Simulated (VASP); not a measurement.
# W3N2: single point with PBE

W3N2:

```
W N
1.0
     2.79885   -0.14854   -0.01437
     0.19692    4.88678    0.00089
     0.64698    0.14482    9.40965
W N
6 4
Direct
  0.29117 0.31310 0.02183
  0.78422 0.85217 0.52267
  0.78378 0.33477 0.33695
  0.76041 0.77370 0.84003
  0.89724 0.83629 0.11740
  0.30923 0.36323 0.61403
  0.81739 0.94950 0.32365
  0.27031 0.46433 0.82481
  0.31482 0.53390 0.20217
  0.77142 0.07902 0.69647
```

- Program: VASP 6.6.1
- Task: single point
- Functional: PBE
- Potentials or basis: VASP PAW PBE potentials, release 64 (W_sv, N)
- Cutoff: 520 eV
- k mesh: 6 × 4 × 2
- Occupations: gaussian, width 0.1 eV
- Spin: no spin polarisation
- Dipole correction: no
- Further INCAR settings: ALGO = Normal; EDIFF = 1e-06; NBANDS = 63

```json
{
  "Pressure": "1.1 GPa",
  "Largest force": "0.154 eV/Å",
  "Band gap on the k mesh": "zero (bands 52 and 53 overlap by 0.52 eV)"
}
```

Forces in eV/Å, atoms in the order of the input:
```
W   -0.010 -0.058  0.015
W   -0.013 -0.099  0.046
W   -0.002  0.131  0.081
W    0.018  0.037  0.051
W   -0.005  0.051 -0.070
W    0.005  0.049 -0.105
N   -0.005 -0.118 -0.068
N   -0.025 -0.056 -0.042
N    0.017  0.010  0.023
N    0.021  0.051  0.068
```

Stress tensor (GPa, compression positive):
```
 0.66 -0.28  0.05
-0.28  1.15 -0.11
 0.05 -0.11  1.37
```

Levels at points of the mesh, in eV from the Fermi level:
```csv
k point,band 50,band 51,band 52,band 53,band 54,band 55
"(0.00, 0.00, 0.00)",-1.40,-0.79,-0.59,0.21,0.60,0.92
"(0.50, 0.00, 0.00)",-0.53,-0.06,0.06,0.63,1.15,1.43
"(0.00, 0.50, 0.00)",-1.62,-0.91,-0.47,0.64,0.88,1.27
"(0.50, 0.50, 0.00)",-1.25,-0.87,-0.05,0.21,0.78,1.07
"(0.00, 0.00, 0.50)",-1.28,-1.03,-0.62,0.49,0.56,0.76
"(0.50, 0.00, 0.50)",-0.73,-0.34,0.38,0.67,1.14,1.20
"(0.00, 0.50, 0.50)",-1.64,-0.64,-0.35,0.55,0.99,1.34
"(0.50, 0.50, 0.50)",-1.03,-0.55,-0.40,0.49,0.62,0.98
```

It took 7.6 min on 1 thread of Intel Xeon 8259CL, with other jobs on the host, peak memory 0.33 GiB.

Caveat: the k points lie up to 0.37 Å⁻¹ apart, too coarse for converged energies and pressures of a metal; spin-orbit coupling is left out, which moves the levels of the heavy elements.
